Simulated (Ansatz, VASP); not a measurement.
**MgO: VASP beside Ansatz**

Contents of INCAR:

```
PREC     = Accurate       # precision mode
ENCUT    = 520            # plane-wave cutoff, eV
EDIFF    = 1E-7           # SCF threshold, eV
ISMEAR   = 0              # smearing method
SIGMA    = 0.05           # smearing width, eV
LREAL    = False          # projectors in reciprocal space
LASPH    = True           # aspherical terms in the spheres
NELM     = 100            # most SCF steps
ALGO     = Normal         # electronic algorithm
ISIF     = 2              # what is computed and relaxed
LWAVE    = False          # write WAVECAR
LCHARG   = True           # write CHGCAR
GGA      = PS             # functional
LELF     = True           # ELF
LVHAR    = True         
NBANDS   = 16             # bands
```

KPOINTS

```
regular mesh
0
Gamma
  9 9 6
```

Contents of POSCAR:

```
MgO
1.0
    3.4947663883      0.0000000000      0.0000000000
   -1.7473831942      3.0265564725      0.0000000000
    0.0000000000      0.0000000000      4.0549000000
Mg O
2 2
Direct
    0.6666666667      0.3333333333      0.7500000000
    0.3333333333      0.6666666667      0.2500000000
    0.6666666667      0.3333333333      0.2500000000
    0.3333333333      0.6666666667      0.7500000000
```

Input for Ansatz:

```yaml
crystal:
  lattice:
    - [3.4947663883, 0.0, 0.0]
    - [-1.7473831942, 3.0265564725, 0.0]
    - [0.0, 0.0, 4.0549]
  atoms:
    - { symbol: Mg, position: [0.6666666667, 0.3333333333, 0.75] }
    - { symbol: Mg, position: [0.3333333333, 0.6666666667, 0.25] }
    - { symbol: O, position: [0.6666666667, 0.3333333333, 0.25] }
    - { symbol: O, position: [0.3333333333, 0.6666666667, 0.75] }
basis:
  ecutwfc: 520.0
kpoints:
  mp_grid: { grid: [9, 9, 6] }
hamiltonian:
  xc: pbesol
  pseudopotentials: { kind: paw, azcp: { folder: soft_1 } }
scf:
  occupations: { method: gaussian, width: 0.05 }
output:
  forces: true
  stress: true
  eigenvalues: true
```

Alike in both runs: task single point; functional PBEsol; k mesh 9 × 9 × 6; occupations gaussian, width 0.05 eV; no spin polarisation.

|  | VASP | Ansatz |
| --- | --- | --- |
| version | VASP 6.6.1 | Ansatz 0.2.0 |
| potentials or method | VASP PAW PBE potentials, release 64 (Mg, O), cutoff 520 eV | scalar-relativistic, plane waves, PAW |
| valence electrons in the cell | 16 | 32 |

|  | VASP | Ansatz | Ansatz less VASP |
| --- | --- | --- | --- |
| gap on the k mesh at the Fermi level (eV) | 3.47 | 3.48 | +0.009 |
| least direct gap on the mesh (eV) | 3.47 | 3.48 | +0.009 |
| pressure (GPa) | 4.9 | 5.3 | +0.37 |
| traceless stress, the component that is largest in VASP (GPa) | 5.27 | 5.30 | +0.030 |

VASP's potentials were made for PBE, not for PBEsol, and Ansatz warns of the same on its side. The functional is the same, so the differences come from potentials, cutoffs and numerics. VASP's potentials hold 16 valence electrons a cell and Ansatz's 32, so a difference there can come from the potentials and not from the codes.
